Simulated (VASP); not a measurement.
SnTe:

```
CELL_PARAMETERS angstrom
0.00000 3.18933 3.18933
3.18933 0.00000 3.18933
3.18933 3.18933 0.00000
ATOMIC_POSITIONS crystal
Sn 0.00000 0.00000 0.00000
Te 0.50000 0.50000 0.50000
```

Base run:

| Quantity | Value |
| --- | --- |
| Program | VASP 6.6.1 |
| Functional | PBE |
| Potentials or basis | VASP PAW PBE potentials, release 64 (Sn_d, Te) |
| Cutoff | 520 eV |
| k mesh | 6 × 6 × 6 |
| Occupations | fermi-dirac, width 0.02 eV |
| Spin | no spin polarisation |

Its results: band gap on the k mesh 0.01 eV, direct; pressure 0.6 GPa.

The run is repeated on the same cell with these changes: functional from PBE to HSE06; k mesh from 6 × 6 × 6 to 4 × 4 × 4. What comes out?

Band gap on the k mesh 0.21 eV, direct; pressure -0.5 GPa.

Several settings changed at once, so the effect can't be laid on one alone.

Caveats: some runs use coarse meshes; spin-orbit coupling is left out, which moves the levels of the heavy elements; the PAW data sets were made with another functional, which shifts forces and pressure a little (some runs).

A k mesh can miss the band edges.
